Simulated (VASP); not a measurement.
Set up this calculation in VASP 6.6.1, as the native input.

```
Task                   : single point
Functional             : PBEsol
Dispersion             : D3(BJ)
Potentials or basis    : VASP PAW PBE potentials, release 64 (S)
Cutoff                 : 520 eV
k mesh                 : 10 × 10 × 10
Occupations            : fermi-dirac, width 0.01 eV
Spin                   : no spin polarisation
Dipole correction      : no
Further INCAR settings : ALGO = Normal; EDIFF = 1e-06; NBANDS = 9
```

The structure of S lies in POSCAR:

```
S
1.0
    0.0000000000      2.0461743176      2.0461743176
    2.0461743176      0.0000000000      2.0461743176
    2.0461743176      2.0461743176      0.0000000000
S
1
Direct
    0.0000000000      0.0000000000      0.0000000000
```

The input as run:

INCAR

```
SYSTEM = S
ALGO = Normal ; EDIFF = 1E-6
ENCUT = 520 ; GGA = PS
ISIF = 2 ; ISMEAR = -1
IVDW = 12 ; LASPH = .True.
LCHARG = .True. ; LELF = .True.
LREAL = .False. ; LVHAR = .True.
LWAVE = .False. ; NBANDS = 9
NELM = 80 ; PREC = Accurate
SIGMA = 0.01
```

KPOINTS

```
k-points
0
Gamma
  10 10 10
  0 0 0
```

Potentials or basis: VASP PAW PBE potentials, release 64 (S).

The run is started by

```console
$ cat potpaw_PBE.64/S/POTCAR > POTCAR
$ mpirun -np 1 vasp_std > vasp.out
```

It gave:

- Pressure: -13.3 GPa
- Band gap on the k mesh: zero (band 3 reaches 9.11 eV, above the bottom of band 4 at 4.17 eV)
- Dispersion energy per atom: -0.277 eV

Caveat: three body term missing; the PAW data sets were made with another functional, which shifts forces and pressure a little; pairwise dispersion overbinds metals, which lowers pressure and volume.

Run time: 9.7 s on 1 thread of AMD EPYC 7R13, on a shared host, peak memory 0.11 GiB.
